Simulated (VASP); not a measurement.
A run of VASP 6.6.1 is set up as follows.

File INCAR:

```
SYSTEM = Br
ALGO     = Normal         ! electronic algorithm
EDIFF    = 1E-6           ! SCF threshold, eV
ENCUT    = 500            ! plane-wave cutoff, eV
GGA      = PE             ! functional
GGA_COMPAT= .FALSE.      
ISIF     = 2              ! what is computed and relaxed
ISMEAR   = -1             ! smearing method
LASPH    = .TRUE.         ! aspherical terms in the spheres
LCHARG   = .FALSE.        ! write CHGCAR
LREAL    = .FALSE.        ! projectors in reciprocal space
LWAVE    = .FALSE.        ! write WAVECAR
NBANDS   = 10             ! bands
NELM     = 120            ! most SCF steps
PREC     = Accurate       ! precision mode
SIGMA    = 0.008617333262145177 ! smearing width, eV
```

File KPOINTS:

```
k-points
0
G
  4 4 4
  0 0 0
```

File POSCAR:

```
Br
1.0
   -1.2867684050      1.7199972000      3.5779911600
    1.2867684050     -1.7199972000      3.5779911600
    1.2867684050      1.7199972000     -3.5779911600
Br
1
Direct
    0.0000000000      0.0000000000      0.0000000000
```

Potentials or basis: VASP PAW PBE potentials, release 64 (Br).

Launch:

```sh
$ cat potpaw_PBE.64/Br/POTCAR > POTCAR
$ mpirun -np 1 vasp_std > vasp.out
```

Q: Estimate the pressure.

A: 3.4 GPa.

Stress tensor (GPa, compression positive):
```
11.85  0.00  0.00
 0.00 -2.85  0.00
 0.00  0.00  1.15
```

Caveat: the k points lie up to 0.76 Å⁻¹ apart; an odd number of electrons without spin polarisation forces a metal; a magnetic or distorted state may lie lower.
